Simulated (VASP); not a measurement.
Set up this calculation in VASP 6.6.1, as the native input.

```yaml
Task: relaxation of cell and atoms
Functional: PBE
Potentials_or_basis: VASP PAW PBE potentials, release 64 (Cr_pv, Sb, C)
Cutoff: 600 eV
k_mesh: 10 × 10 × 10
Occupations: gaussian, width 0.1 eV
Spin: no spin polarisation
Dipole_correction: no
Further_INCAR_settings: ALGO = Normal; EDIFF = 1e-06; IBRION = 2; EDIFFG = -0.01; NSW = 100; ISIF = 3
```

The structure of CrSbC3 lies in POSCAR:

```
CrSbC3
1.0
    4.0306109292      0.0000000000      0.0000000000
    0.0000000000      4.0306109292      0.0000000000
    0.0000000000      0.0000000000      3.8461510192
Cr Sb C
1 1 3
Direct
    0.5000000000      0.5000000000      0.4472604607
    0.0000000000      0.0000000000      0.1588028250
    0.5000000000      0.5000000000      0.9351451348
    0.0000000000      0.5000000000      0.4593957897
    0.5000000000      0.0000000000      0.4593957897
```

The input as run:

INCAR

```
PREC = Accurate ; ENCUT = 600
EDIFF = 1E-6 ; ISMEAR = 0
SIGMA = 0.1 ; LREAL = False
LASPH = True ; NELM = 60
ALGO = Normal ; ISIF = 3
LWAVE = False ; LCHARG = False
GGA = PE ; IBRION = 2
NSW = 100 ; EDIFFG = -0.01
```

KPOINTS

```
Automatic mesh
0
Gamma
  10 10 10
```

Potentials or basis: VASP PAW PBE potentials, release 64 (Cr_pv, Sb, C).

The run is started by

```bash
$ cat potpaw_PBE.64/Cr_pv/POTCAR potpaw_PBE.64/Sb/POTCAR potpaw_PBE.64/C/POTCAR > POTCAR
$ mpirun -np 1 vasp_std > vasp.out
```

Results of the run:

```json
{"Relaxed volume": "12.53 Å³/atom", "Relaxed cell": "a = 4.027 Å, b = 4.027 Å, c = 3.863 Å, α = 90.00°, β = 90.00°, γ = 90.00°", "Space group after relaxing (to 0.1 Å)": "P4mm (No. 99)", "Energy gained by relaxing": "1.6 meV/atom", "Ionic steps": "10", "Pressure after relaxing": "0.0 GPa", "Largest force after relaxing": "0.008 eV/Å", "Band gap on the k mesh": "zero (an odd number of electrons rules out a gap without spin polarisation)"}
```

Caveat: spin-orbit coupling is left out, which moves the levels of the heavy elements; the run has no spin polarisation, though such a crystal can be magnetic.

Wall time 6.4 min on 1 thread of Intel(R) Xeon(R) Platinum 8559C (Emerald Rapids), with other jobs on the host, peak memory 0.34 GiB.
